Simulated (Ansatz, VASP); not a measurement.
## K in VASP and in Ansatz

INCAR

```
SYSTEM = K
ALGO     = Fast           ! electronic algorithm
EDIFF    = 1E-6           ! SCF threshold, eV
ENCUT    = 520            ! plane-wave cutoff, eV
GGA      = PE             ! functional
ISIF     = 2              ! what is computed and relaxed
ISMEAR   = -1             ! smearing method
LASPH    = .True.         ! aspherical terms in the spheres
LCHARG   = .False.        ! write CHGCAR
LREAL    = .False.        ! projectors in reciprocal space
LWAVE    = .False.        ! write WAVECAR
NBANDS   = 10             ! bands
NELM     = 80             ! most SCF steps
PREC     = Accurate       ! precision mode
SIGMA    = 0.1            ! smearing width, eV
```

Contents of KPOINTS:

```
k-points
0
Gamma
  7 7 7
  0 0 0
```

Contents of POSCAR:

```
K
1.0
   -2.5041914978      2.5041914978      2.5041914978
    2.5041914978     -2.5041914978      2.5041914978
    2.5041914978      2.5041914978     -2.5041914978
K
1
Direct
    0.0000000000      0.0000000000      0.0000000000
```

The input input.yaml:

```yaml
crystal:
  lattice:
    - [-2.5041914978, 2.5041914978, 2.5041914978]
    - [2.5041914978, -2.5041914978, 2.5041914978]
    - [2.5041914978, 2.5041914978, -2.5041914978]
  atoms:
    - { symbol: K, position: [0.0, 0.0, 0.0] }
hamiltonian:
  xc: pbe
  pseudopotentials: { kind: paw }
kpoints:
  mp_grid: { grid: [7, 7, 7] }
scf:
  occupations: { method: fermi_dirac, width: 0.1 }
output:
  forces: true
  stress: true
  eigenvalues: true
```

Change from the starting cell: volume scaled by 0.8.

Alike in both runs: task single point; functional PBE; k mesh 7 × 7 × 7; occupations fermi-dirac, width 0.1 eV; no spin polarisation.

|  | VASP | Ansatz |
| --- | --- | --- |
| version | VASP 6.6.1 | Ansatz 0.2.0 |
| potentials or method | VASP PAW PBE potentials, release 64 (K_sv) | Ansatz PAW |
| plane-wave cutoff (eV) | 520 | 420 |
| valence electrons in the cell | 9 | 9 |

|  | VASP | Ansatz | Ansatz less VASP |
| --- | --- | --- | --- |
| gap on the k mesh at the Fermi level (eV) | none | none | - |
| pressure (GPa) | 0.8 | 0.8 | +0.01 |

A gap of «none» marks a metal or a gap that the smearing closes.
